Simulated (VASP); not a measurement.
## LiMg2Sn2: relaxation of cell and atoms with PBE

LiMg2Sn2:

```
Mg Sn Li
1.0
     4.39114    0.00000    0.00000
    -2.19557    3.80284    0.00000
     0.00000    0.00000    7.31546
Mg Sn Li
2 2 1
Direct
  0.33330 0.66670 0.62860
  0.66670 0.33330 0.37140
  0.33330 0.66670 0.25710
  0.66670 0.33330 0.74290
  0.00000 0.00000 0.00000
```

```
Program                : VASP 6.6.1
Task                   : relaxation of cell and atoms
Functional             : PBE
Potentials or basis    : VASP PAW PBE potentials, release 64 (Mg, Sn_d, Li_sv)
Cutoff                 : 600 eV
k mesh                 : 5 × 5 × 3
Occupations            : gaussian, width 0.1 eV
Spin                   : no spin polarisation
Dipole correction      : no
Further INCAR settings : ALGO = Normal; EDIFF = 1e-06; IBRION = 2; EDIFFG = -0.01; NSW = 60; ISIF = 3
```

```yaml
Relaxed_volume: 25.02 Å³/atom
Relaxed_cell: a = 4.730 Å, b = 4.730 Å, c = 6.448 Å, α = 90.16°, β = 89.84°, γ = 119.87°
Space_group_after_relaxing_to_0.05_Å: P-3m1 (No. 164)
Energy_gained_by_relaxing: 296.2 meV/atom
Ionic_steps: 34
Pressure_after_relaxing: 0.0 GPa
```

Forces on the atoms (eV/Å):
```
Mg  -0.001  0.000 -0.001
Mg   0.001  0.000  0.001
Sn   0.001 -0.001  0.002
Sn  -0.001  0.001 -0.002
Li   0.000  0.000  0.000
```

The path:
```tsv
step	energy change (eV)	largest force (eV/Å)	pressure (GPa)	volume (Å³)
1	0.0000	1.8490	7.75	122.16
2	-0.7095	0.6129	-0.47	144.20
3	-0.7150	0.5189	-1.07	146.84
4	-0.8089	0.5888	-1.01	144.45
5	-1.0374	0.8821	-0.59	137.02
6	-1.0453	1.2966	3.07	120.93
7	-1.1439	1.2476	0.85	127.70
8	-1.1349	1.2813	1.42	125.59
9	-1.1698	1.1733	1.39	125.09
10	-1.2403	0.8372	1.58	123.57
11	-1.2417	0.1607	2.69	120.45
12	-1.2648	0.5896	2.01	122.10
13	-1.2652	0.4286	2.23	121.51
14	-1.3045	0.3909	1.69	122.82
15	-1.3847	0.2975	0.25	126.78
16	-1.4004	0.1303	-1.99	134.76
17	-1.4158	0.1758	-1.16	131.39
18	-1.4361	0.1406	-1.00	130.38
19	-1.4640	0.0909	-0.60	128.04
20	-1.4671	0.0808	-0.30	126.91
21	-1.4693	0.0761	-0.16	126.28
22	-1.4708	0.0718	0.04	125.48
23	-1.4695	0.0631	0.48	123.88
24	-1.4711	0.0706	0.17	125.03
25	-1.4725	0.0619	0.13	125.15
26	-1.4755	0.0376	0.01	125.50
27	-1.4753	0.0282	-0.24	126.22
28	-1.4765	0.0179	-0.11	125.84
29	-1.4781	0.0189	-0.08	125.61
30	-1.4804	0.0274	0.05	124.99
31	-1.4806	0.0357	0.10	124.78
32	-1.4811	0.0165	-0.04	125.27
33	-1.4811	0.0141	-0.06	125.33
34	-1.4812	0.0030	-0.01	125.11
```

Final structure:
```
Mg Sn Li
1.0
     4.73019    0.00548    0.00665
    -2.36035    4.09920   -0.00665
     0.00883   -0.00510    6.44812
Mg Sn Li
2 2 1
Direct
  0.33319 0.66681 0.64555
  0.66681 0.33319 0.35445
  0.33340 0.66660 0.17229
  0.66660 0.33340 0.82771
  0.00000 0.00000 0.00000
```

Levels at points of the mesh, in eV from the Fermi level:
| k point | band 14 | band 15 | band 16 | band 17 | band 18 | band 19 | band 20 | band 21 |
| --- | --- | --- | --- | --- | --- | --- | --- | --- |
| (0.00, 0.00, 0.00) | -3.85 | -0.60 | -0.59 | 0.29 | 0.69 | 0.72 | 2.95 | 3.11 |

Wall time 12 min on 1 thread of Intel(R) Xeon(R) 6975P-C (Granite Rapids), on a shared host, peak memory 0.33 GiB.

Caveat: the cutoff is under 1.25 times the usual one of these potentials, so pressure, stress and relaxed cells hold a basis-set (Pulay) error; spin-orbit coupling is left out, which moves the levels of the heavy elements.
